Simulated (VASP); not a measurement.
Crystal: Mo.

```
Mo
1.0
     2.14476   -3.63497    0.00000
     2.14476    3.63497    0.00000
     0.00000    0.00000    4.29522
Mo
4
Direct
  0.15250 0.84750 0.07850
  0.65250 0.34750 0.42150
  0.84750 0.15250 0.92150
  0.34750 0.65250 0.57850
```

- Program: VASP 6.6.1
- Task: relaxation of cell and atoms
- Functional: PBE
- Potentials or basis: VASP PAW PBE potentials, release 64 (Mo_sv)
- Cutoff: 600 eV
- k mesh: 6 × 6 × 4
- Occupations: gaussian, width 0.1 eV
- Spin: no spin polarisation

At the start: pressure 25.8 GPa; volume 16.74 Å³/atom.

Question: Where does the relaxation end?

Answer: Over 23 steps the energy falls by 287.7 meV/atom and the volume is 18.39 Å³/atom (+9.8 %); space group Cmce (No. 64, to 0.1 Å) before and after.

Step by step:
```tsv
step	energy change (eV)	largest force (eV/Å)	pressure (GPa)	volume (Å³)
1	0.0000	1.0751	25.78	66.97
2	1.1644	0.9470	-25.99	96.47
3	-0.7709	0.7644	-3.73	77.00
4	-0.7753	0.7746	-2.29	76.32
5	-0.9206	0.6087	0.58	75.49
6	-0.9237	0.6995	1.25	75.34
7	-0.9930	0.5051	-2.23	76.43
8	-1.0044	0.3690	-4.18	77.04
9	-1.0449	0.3525	-2.89	76.02
10	-1.0698	0.3944	-0.80	74.49
11	-1.0932	0.2901	-0.28	74.04
12	-1.1167	0.1324	1.83	72.72
13	-1.1181	0.0919	1.33	72.99
14	-1.1251	0.1416	-0.61	73.66
15	-1.1252	0.1575	-0.88	73.76
16	-1.1327	0.1582	-0.83	73.74
17	-1.1482	0.1134	-0.48	73.65
18	-1.1492	0.0898	-0.19	73.59
19	-1.1494	0.0979	-0.31	73.61
20	-1.1503	0.0457	0.52	73.32
21	-1.1504	0.0440	0.31	73.39
22	-1.1507	0.0277	-0.16	73.58
23	-1.1507	0.0303	-0.07	73.54
```

Final structure:
```cif
data_structure
_symmetry_space_group_name_H-M 'P 1'
_symmetry_Int_Tables_number 1
_cell_length_a 4.6013
_cell_length_b 4.6013
_cell_length_c 4.0535
_cell_angle_alpha 90.000
_cell_angle_beta 90.000
_cell_angle_gamma 121.024
_cell_volume 73.54
loop_
_atom_site_label
_atom_site_type_symbol
_atom_site_fract_x
_atom_site_fract_y
_atom_site_fract_z
_atom_site_occupancy
Mo1 Mo 0.15349 0.84651 0.04101 1
Mo2 Mo 0.65349 0.34651 0.45899 1
Mo3 Mo 0.84651 0.15349 0.95899 1
Mo4 Mo 0.34651 0.65349 0.54101 1
```

Caveat: the k points lie up to 0.39 Å⁻¹ apart in the final cell, too coarse for converged energies and pressures of a metal.
